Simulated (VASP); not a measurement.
Write the native input for VASP 6.6.1 that does the following.

```yaml
Task: single point
Functional: PBE
Potentials_or_basis: VASP PAW PBE potentials, release 64 (Ir)
Cutoff: 520 eV
k_mesh: 9 × 9 × 12
Occupations: fermi-dirac, width 0.1 eV
Spin: no spin polarisation
Dipole_correction: no
Further_INCAR_settings: ALGO = Normal; EDIFF = 1e-06; NBANDS = 20
```

The structure of Ir lies in POSCAR:

```
Ir
1.0
    4.3796075849      0.0000000000      0.0000000000
   -2.1898037924      3.7928514271      0.0000000000
    0.0000000000      0.0000000000      2.7045127746
Ir
3
Direct
    1.0000000000      1.0000000000      0.0000000000
    0.3333333333      0.6666666667      0.5000000000
    0.6666666667      0.3333333333      0.5000000000
```

This isn't the form of Ir at room conditions, which is fcc.

The input as run:

INCAR

```
SYSTEM = Ir
PREC = Accurate
ENCUT = 520
EDIFF = 1E-6
ISMEAR = -1
SIGMA = 0.1
LREAL = .False.
LASPH = .True.
NELM = 60
ALGO = Normal
ISIF = 2
LWAVE = .False.
LCHARG = .True.
GGA = PE
LELF = .True.
LVHAR = .True.
NBANDS = 20
```

KPOINTS

```
Automatic mesh
0
Gamma
  9 9 12
  0 0 0
```

Potentials or basis: VASP PAW PBE potentials, release 64 (Ir).

Run with:

```console
$ cat potpaw_PBE.64/Ir/POTCAR > POTCAR
$ mpirun -np 1 vasp_std > vasp.out
```

It gave:

```
Pressure               : 0.3 GPa
Band gap on the k mesh : zero (an odd number of electrons rules out a gap without spin polarisation)
```

Caveat: spin-orbit coupling is left out, which moves the levels of the heavy elements.

It took 100 s on 1 thread of Intel Xeon 8259CL, on a shared host, peak memory 0.21 GiB.
